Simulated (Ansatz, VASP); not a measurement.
Pd2Br in VASP and in Ansatz

```
Pd Br
1.0
     5.61025    0.00000    0.00000
     0.00000    5.78108    0.00000
     0.00000    0.00000    3.77613
Pd Br
4 2
Direct
  0.22500 0.82500 0.50000
  0.72500 0.67500 0.00000
  0.77500 0.17500 0.50000
  0.27500 0.32500 0.00000
  0.50000 0.50000 0.50000
  0.00000 0.00000 0.00000
```

Alike in both runs: task relaxation of cell and atoms; functional PBE; k mesh 4 × 4 × 4; occupations gaussian, width 0.1 eV; no spin polarisation.

|  | VASP | Ansatz |
| --- | --- | --- |
| version | VASP 6.6.1 | Ansatz 0.2.0 |
| potentials or method | VASP PAW PBE potentials, release 64 (Pd, Br), cutoff 600 eV | scalar-relativistic, plane waves, PAW |
| valence electrons in the cell | 54 | 86 |

Ansatz gave:

| Property | Result |
| --- | --- |
| gap on the k mesh at the Fermi level, each at its own relaxed structure (eV) | none |
| relaxed volume (Å³/atom) | 19.56 |
| relaxed length of the cell vector where the two differ most in proportion (Å) | 3.646 |

Q: Which values does VASP return?

A: gap on the k mesh at the Fermi level, each at its own relaxed structure (eV): none; relaxed volume (Å³/atom): 19.59; relaxed length of the cell vector where the two differ most in proportion (Å): 3.680.

A gap of «none» marks a metal or a gap that the smearing closes. VASP's potentials hold 54 valence electrons a cell and Ansatz's 86, so a difference there can come from the potentials and not from the codes.

The k mesh is coarse, so the values compare programs but aren't converged.
